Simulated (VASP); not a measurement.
# Sr (Fm-3m) in VASP: further runs

Runs on Sr. Level: PBEsol. Tasks: single point, relaxation of volume and atoms at fixed shape.

Program: VASP 6.6.1. These are calculated values, not measurements. Logs are shortened: lines on timing, memory, paths and dates and some standing lists are left out, and cuts for length are marked.

## 1. The cell of the first run

It takes space group Fm-3m (No. 225, cubic). Conventional cell: a = 5.923 Å, b = 5.923 Å, c = 5.923 Å, α = 90.00°, β = 90.00°, γ = 90.00°. Within 5.5 Å of Sr (site symmetry m-3m) lie 12 Sr at 4.19 Å.

## 2. Single point, PBEsol

Input file INCAR:

```
PREC     = Accurate       # precision mode
ENCUT    = 520            # plane-wave cutoff, eV
EDIFF    = 1E-6           # SCF threshold, eV
ISMEAR   = -1             # smearing method
SIGMA    = 0.05           # smearing width, eV
LREAL    = False          # projectors in reciprocal space
LASPH    = True           # aspherical terms in the spheres
NELM     = 80             # most SCF steps
ALGO     = Normal         # electronic algorithm
ISIF     = 2              # what is computed and relaxed
LWAVE    = False          # write WAVECAR
LCHARG   = True           # write CHGCAR
GGA      = PS             # functional
LELF     = True           # ELF
LVHAR    = True         
NBANDS   = 11             # bands
```

Input file KPOINTS:

```
Automatic mesh
0
Gamma
  7 7 7
```

Input file POSCAR:

```
Sr
1.0
    0.0000000000      2.9616519904      2.9616519904
    2.9616519904      0.0000000000      2.9616519904
    2.9616519904      2.9616519904      0.0000000000
Sr
1
Direct
    0.0000000000      0.0000000000      0.0000000000
```

Potentials or basis: VASP PAW PBE potentials, release 64 (Sr_sv).

Command:

```sh
$ cat potpaw_PBE.64/Sr_sv/POTCAR > POTCAR
$ mpirun -np 1 vasp_std > vasp.out
```

OUTCAR:

```text
PREC = Accurate
   ENCUT = 520
   EDIFF = 1E-6
   ISMEAR = -1
   LREAL = False
   LASPH = True
   NELM = 80
   ISIF = 2
   GGA = PS

 ion  position               nearest neighbor table
   1  0.000  0.000  0.000-

  LATTYP: Found a face centered cubic cell.
 ALAT       =     5.9233039808

  Lattice vectors:

 A1 = (   0.0000000000,   2.9616519904,   2.9616519904)
 A2 = (   2.9616519904,   0.0000000000,   2.9616519904)
 A3 = (   2.9616519904,   2.9616519904,   0.0000000000)

Analysis of symmetry for initial positions (statically):
=====================================================================
 Subroutine PRICEL returns:
 Original cell was already a primitive cell.

 Routine SETGRP: Setting up the symmetry group for a
 face centered cubic supercell.

 Subroutine GETGRP returns: Found 48 space group operations
 (whereof 48 operations were pure point group operations)
 out of a pool of 48 trial point group operations.

The static configuration has the point symmetry O_h .

Analysis of symmetry for dynamics (positions and initial velocities):
=====================================================================
 Subroutine PRICEL returns:
 Original cell was already a primitive cell.

 Routine SETGRP: Setting up the symmetry group for a
 face centered cubic supercell.

 Subroutine GETGRP returns: Found 48 space group operations
 (whereof 48 operations were pure point group operations)
 out of a pool of 48 trial point group operations.

The dynamic configuration has the point symmetry O_h .

 Subroutine INISYM returns: Found 48 space group operations
 (whereof 48 operations are pure point group operations),
 and found     1 'primitive' translations

----------------------------------------------------------------------------------------

                                     Primitive cell

  volume of cell :      51.9556

  direct lattice vectors                    reciprocal lattice vectors
     0.000000000  2.961651990  2.961651990    -0.168824697  0.168824697  0.168824697
     2.961651990  0.000000000  2.961651990     0.168824697 -0.168824697  0.168824697
     2.961651990  2.961651990  0.000000000     0.168824697  0.168824697 -0.168824697

  length of vectors
     4.188408412  4.188408412  4.188408412     0.292412953  0.292412953  0.292412953

  position of ions in fractional coordinates (direct lattice)
     0.000000000  0.000000000  0.000000000

  ion indices of the primitive-cell ions
   primitive index   ion index
                 1           1

----------------------------------------------------------------------------------------

 KPOINTS: Automatic mesh

Automatic generation of k-mesh.
 Grid dimensions read from file:
 generate k-points for:    7    7    7

 Generating k-lattice:

  Cartesian coordinates                     Fractional coordinates (reciprocal lattice)
    -0.024117814  0.024117814  0.024117814     0.142857143  0.000000000  0.000000000
     0.024117814 -0.024117814  0.024117814     0.000000000  0.142857143  0.000000000
     0.024117814  0.024117814 -0.024117814     0.000000000  0.000000000  0.142857143

  Length of vectors
     0.041773279  0.041773279  0.041773279

  Shift w.r.t. Gamma in fractional coordinates (k-lattice)
     0.000000000  0.000000000  0.000000000

 Subroutine IBZKPT returns following result:
 ===========================================

 Found     20 irreducible k-points:

 Following reciprocal coordinates:
            Coordinates               Weight
  0.000000  0.000000  0.000000      1.000000
  0.142857  0.000000  0.000000      8.000000
  0.285714  0.000000  0.000000      8.000000
  0.428571  0.000000  0.000000      8.000000
  0.142857  0.142857  0.000000      6.000000
  0.285714  0.142857  0.000000     24.000000
[... 12 lines left out ...]
 -0.428571  0.428571  0.142857     24.000000
 -0.285714  0.428571  0.142857     24.000000
   k-points           NKPTS =     20   k-points in BZ     NKDIM =     20   number of bands    NBANDS=     11
   number of dos      NEDOS =    301   number of ions     NIONS =      1
   total plane-waves  NPLWV =  32768
   dimension x,y,z NGX =    32 NGY =   32 NGZ =   32
   dimension x,y,z NGXF=    64 NGYF=   64 NGZF=   64
   ions per type =               1
   NGX,Y,Z   is equivalent  to a cutoff of  12.70, 12.70, 12.70 a.u.
   NGXF,Y,Z  is equivalent  to a cutoff of  25.40, 25.40, 25.40 a.u.
 SYSTEM =  unknown system
   PREC   = accura    normal or accurate (medium, high low for compatibility)
   ISTART =      0    job   : 0-new  1-cont  2-samecut
   ICHARG =      2    charge: 1-file 2-atom 10-const
   ISPIN  =      1    spin polarized calculation?
   LNONCOLLINEAR =      F non collinear calculations
   LSORBIT =      F    spin-orbit coupling
   LASPH  =      T    aspherical Exc in radial PAW
   ENCUT  =  520.0 eV  38.22 Ry    6.18 a.u.   7.79  7.79  7.79*2*pi/ulx,y,z
   NELM   =     80;   NELMIN=  2; NELMDL= -5     # of ELM steps
   EDIFF  = 0.1E-05   stopping-criterion for ELM
   LREAL  =      F    real-space projection
   EDIFFG = 0.1E-04   stopping-criterion for IOM
   NSW    =      0    number of steps for IOM
   IBRION =     -1    ionic relax: 0-MD 1-quasi-New 2-CG
   NFREE  =      0    steps in history (QN), initial steepest desc. (CG)
   ISIF   =      2    stress and relaxation
   ISYM   =      2    0-nonsym 1-usesym 2-fastsym
   POTIM  = 0.5000    time-step for ionic-motion
   TEBEG  =    0.0;   TEEND  =   0.0 temperature during run
   PSTRESS=    0.0 pullay stress
   NELECT =      10.0000    total number of electrons
   NUPDOWN=      -1.0000    fix difference up-down
   EMIN   =  10.00;   EMAX   =-10.00  energy-range for DOS
   EFERMI =   0.00;   METHOD = LEGACY
   ISMEAR =    -1;   SIGMA  =   0.05  broadening in eV -4-tet -1-fermi 0-gaus
   EFERMI_NEDOS =   21; number of points for ismear=-14 and -15
   IALGO  =     38    algorithm
   IMIX   =      4    mixing-type and parameters
     AMIX     =   0.40;   BMIX     =  1.00
     AMIX_MAG =   1.60;   BMIX_MAG =  1.00
  volume/ion in A,a.u.               =      51.96       350.61
  Fermi-wavevector in a.u.,A,eV,Ry     =   0.945215  1.786198 12.155883  0.893432
  Thomas-Fermi vector in A             =   2.073095
   LORBIT       =      0    0 simple, 1 ext, 2 COOP (PROOUT), +10 PAW based schemes
   GGA     = PS    functional components
   LHFCALC =     F    Hartree Fock is set to
   AEXX    =    0.0000 exact exchange contribution
   IVDW    =     0    specifies the selected vdW correction
   LEPSILON=     F    determine dielectric tensor
   LRPA    =     F    only Hartree local field effects (RPA)
 non-spin polarized calculation
  energy-cutoff  :      520.00
  volume of cell :       51.96
 maximum number of plane-waves:      1416
   NGX = 15   NGY = 15   NGZ = 15

 number of electron      10.0000000 magnetization

 Free energy of the ion-electron system (eV)
  ---------------------------------------------------
  ext. energy  EPLUGINS =         0.00000000
  ---------------------------------------------------
  free energy    TOTEN  =        -1.84764466 eV

  energy without entropy =       -1.83555715  energy(sigma->0) =       -1.84160091

 E-fermi :   1.7277     XC(G=0):  -7.6098

 val. band max:        1.7069695161   @ k =  -0.2857   0.4286   0.1429
 cond. band min:       1.7771151414   @ k =  -0.4286   0.2857   0.0000
 fundamental gap:      0.0701456252
 Fermi energy:         1.7276654649

 k-point     1 :       0.0000    0.0000    0.0000
  band No.  band energies     occupation
      1     -34.7371      2.00000
      2     -16.6271      2.00000
      3     -16.6271      2.00000
      4     -16.6271      2.00000
      5      -2.0553      2.00000
      6       4.0824      0.00000
      7       4.0824      0.00000
      8       4.0824      0.00000
      9       5.6508      0.00000
     10       5.6508      0.00000
     11       8.9804      0.00000

 k-point     2 :       0.1429    0.0000    0.0000
  band No.  band energies     occupation
      1     -34.7336      2.00000
      2     -16.6743      2.00000
      3     -16.6334      2.00000
      4     -16.6334      2.00000
      5      -1.7127      2.00000
      6       3.6041      0.00000
      7       4.2213      0.00000
      8       4.2213      0.00000
      9       5.4830      0.00000
     10       5.4830      0.00000
     11       9.6163      0.00000

 k-point     3 :       0.2857    0.0000    0.0000
  band No.  band energies     occupation
      1     -34.7258      2.00000
      2     -16.7778      2.00000
      3     -16.6473      2.00000
      4     -16.6473      2.00000
      5      -0.7969      2.00000
      6       2.7566      0.00000
      7       4.1919      0.00000
      8       4.1919      0.00000
      9       5.7493      0.00000
     10       5.7493      0.00000
     11       8.4652      0.00000

 k-point     4 :       0.4286    0.0000    0.0000
  band No.  band energies     occupation
      1     -34.7195      2.00000
      2     -16.8587      2.00000
      3     -16.6585      2.00000
      4     -16.6585      2.00000
      5       0.2802      2.00000
      6       2.0132      0.00660
      7       3.9545      0.00000
      8       3.9545      0.00000
      9       6.5852      0.00000
     10       6.5852      0.00000
     11       7.7434      0.00000

 k-point     5 :       0.1429    0.1429    0.0000
  band No.  band energies     occupation
      1     -34.7324      2.00000
      2     -16.6730      2.00000
      3     -16.6438      2.00000
      4     -16.6438      2.00000
      5      -1.5996      2.00000
      6       3.4892      0.00000
      7       4.3162      0.00000
      8       4.3162      0.00000
      9       4.8863      0.00000
     10       5.8302      0.00000
     11      10.1038      0.00000
[... 155 lines left out ...]
 k-point    17 :       0.4286    0.2857    0.1429
  band No.  band energies     occupation
      1     -34.7202      2.00000
      2     -16.7920      2.00000
      3     -16.7040      2.00000
      4     -16.6679      2.00000
      5      -0.0397      2.00000
      6       2.5462      0.00000
      7       3.2368      0.00000
      8       4.7978      0.00000
      9       5.2424      0.00000
     10       6.7729      0.00000
     11       8.5868      0.00000

 k-point    18 :      -0.4286    0.2857    0.1429
  band No.  band energies     occupation
      1     -34.7156      2.00000
      2     -16.8233      2.00000
      3     -16.7339      2.00000
      4     -16.6834      2.00000
      5       1.0403      2.00000
      6       2.0403      0.00384
      7       2.8711      0.00000
      8       4.5600      0.00000
      9       6.0548      0.00000
     10       6.9240      0.00000
     11       7.5824      0.00000

 k-point    19 :      -0.4286    0.4286    0.1429
  band No.  band energies     occupation
      1     -34.7135      2.00000
      2     -16.8260      2.00000
      3     -16.7371      2.00000
      4     -16.7094      2.00000
      5       1.1757      1.99997
      6       2.1556      0.00038
      7       2.6444      0.00000
      8       4.9900      0.00000
      9       6.4433      0.00000
     10       7.0969      0.00000
     11       7.5783      0.00000

 k-point    20 :      -0.2857    0.4286    0.1429
  band No.  band energies     occupation
      1     -34.7130      2.00000
      2     -16.7957      2.00000
      3     -16.7809      2.00000
      4     -16.7055      2.00000
      5       1.7070      1.20405
      6       2.0755      0.00190
      7       2.4551      0.00000
      8       4.4021      0.00000
      9       6.5846      0.00000
     10       6.6481      0.00000
     11       7.9949      0.00000

------------------------ aborting loop because EDIFF is reached ----------------------------------------

  FORCE on cell =-STRESS in cart. coord.  units (eV):
  Direction    XX          YY          ZZ          XY          YZ          ZX
  --------------------------------------------------------------------------------------
  -------------------------------------------------------------------------------------
  Total        0.0025834      0.0025834      0.0025834      0.0000000      0.0000000      0.0000000
  in kB        0.0796667      0.0796667      0.0796667      0.0000000      0.0000000      0.0000000
  external PRESSURE =       0.0796667 kB  Pullay stress =       0.0000000 kB

 VOLUME and BASIS-vectors are now :
 -----------------------------------------------------------------------------
  energy-cutoff  :      520.00
  volume of cell :       51.96
      direct lattice vectors                 reciprocal lattice vectors
     0.000000000  2.961651990  2.961651990    -0.168824697  0.168824697  0.168824697
     2.961651990  0.000000000  2.961651990     0.168824697 -0.168824697  0.168824697
     2.961651990  2.961651990  0.000000000     0.168824697  0.168824697 -0.168824697

 POSITION                                       TOTAL-FORCE (eV/Angst)
 -----------------------------------------------------------------------------------
      0.00000      0.00000      0.00000         0.000000      0.000000      0.000000
 -----------------------------------------------------------------------------------
    total drift:                                0.000000      0.000000      0.000000

  FREE ENERGIE OF THE ION-ELECTRON SYSTEM (eV)
  ---------------------------------------------------
  free  energy   TOTEN  =        -1.8476446642 eV

  energy  without entropy=       -1.8355571531  energy(sigma->0) =       -1.84160091
```

It took 5.4 s on 1 thread of Intel Xeon 6975P-C (Granite Rapids), shared host; peak memory 0.16 GiB.

What came out:

```yaml
Free_energy: -1.8476 eV
Pressure: 0.0 GPa
Band_gap_on_the_k_mesh: 0.07 eV, indirect (least direct gap 0.31 eV)
```

Caveat: the PAW data sets were made with another functional, which shifts forces and pressure a little. A k mesh can miss the band edges.

## 3. Relaxation of volume and atoms at fixed shape, PBEsol

This run uses another cell than the first one, of 56.32 Å³/atom, 1.084 times its volume.

Input file INCAR:

```
  ALGO = Normal
  EDIFF = 1E-6
  EDIFFG = -0.03
  ENCUT = 600
  GGA = PS
  IBRION = 2
  ISIF = 8
  ISMEAR = -1
  LASPH = True
  LCHARG = False
  LREAL = False
  LWAVE = False
  NELM = 100
  NSW = 50
  PREC = Accurate
  SIGMA = 0.05
```

Input file KPOINTS:

```
k-points
0
Gamma
  7 7 7
```

Input file POSCAR:

```
Sr
1.0
    0.0000000000      3.0423500000      3.0423500000
    3.0423500000      0.0000000000      3.0423500000
    3.0423500000      3.0423500000      0.0000000000
Sr
1
Direct
    0.0000000000      0.0000000000      0.0000000000
```

Potentials or basis: VASP PAW PBE potentials, release 64 (Sr_sv).

Command:

```sh
$ cat potpaw_PBE.64/Sr_sv/POTCAR > POTCAR
$ mpirun -np 1 vasp_std > vasp.out
```

It took 18 s on 1 thread of Intel Xeon 6975P-C (Granite Rapids), shared host; peak memory 0.2 GiB.

The run converged. Its results:

| Quantity | Value |
| --- | --- |
| Free energy | -1.8476 eV |
| Relaxed volume | 51.85 Å³/atom |
| Relaxed cell | a = 4.186 Å, b = 4.186 Å, c = 4.186 Å, α = 60.00°, β = 60.00°, γ = 60.00° |
| Space group after relaxing (to 0.05 Å) | Fm-3m (No. 225) |
| Energy gained by relaxing | 11.9 meV/atom |
| Ionic steps | 3 |
| Pressure after relaxing | 0.0 GPa |
| Band gap on the k mesh | 0.07 eV, indirect (least direct gap 0.31 eV) |

The path:
```
step  energy change (eV)  largest force (eV/Å)  pressure (GPa)  volume (Å³)
   1              0.0000                0.0000           -0.84        56.32
   2             -0.0093                0.0000           -0.42        53.95
   3             -0.0119                0.0000            0.03        51.85
```

Final structure:
```
CELL_PARAMETERS angstrom
0.00000 2.95968 2.95968
2.95968 0.00000 2.95968
2.95968 2.95968 0.00000
ATOMIC_POSITIONS crystal
Sr 0.00000 0.00000 0.00000
```

Levels at points of the mesh, in eV from the valence-band top:
```tsv
k point	band 1	band 2	band 3	band 4	band 5	band 6	band 7	band 8	band 9
(0.00, 0.00, 0.00)	-36.44	-18.33	-18.33	-18.33	-3.76	2.38	2.38	2.38	3.95
```

Caveat: the PAW data sets were made with another functional, which shifts forces and pressure a little.
